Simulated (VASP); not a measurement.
Here is a VASP 6.6.1 calculation.

Contents of INCAR:

```
ALGO = Normal
EDIFF = 1E-6
ENCUT = 520
GGA = PE
ISIF = 2
ISMEAR = 0
ISPIN = 2
LASPH = T
LCHARG = F
LORBIT = 11
LREAL = F
LWAVE = F
MAGMOM = 0 1
NBANDS = 15
NELM = 150
PREC = Accurate
SIGMA = 0.1
```

Contents of KPOINTS:

```
k-points
0
Gamma
  6 6 4
```

The input POSCAR:

```
SiC
1.0
    2.5823837900      0.0000000000      0.0000000000
   -1.2911919000      2.2364099700      0.0000000000
    0.0000000000      0.0000000000      4.8500170000
Si C
1 1
Direct
    0.0000000000      0.0000000000      0.0000000000
    0.0000000000      0.0000000000      0.5000000000
```

Potentials or basis: VASP PAW PBE potentials, release 64 (Si, C).

Command:

```sh
$ cat potpaw_PBE.64/Si/POTCAR potpaw_PBE.64/C/POTCAR > POTCAR
$ mpirun -np 1 vasp_std > vasp.out
```

Task: Estimate the pressure.

Result: -23.6 GPa.

Task: Estimate the net moment.

Result: 0.00 μB per cell.

Task: What does it give for the band gap on the k mesh?

Result: Zero (filled and empty bands overlap).

Stress tensor (GPa, compression positive):
```
-15.76   0.00   0.00
  0.00 -15.76   0.00
  0.00   0.00 -39.18
```

Caveat: the k points lie up to 0.47 Å⁻¹ apart.
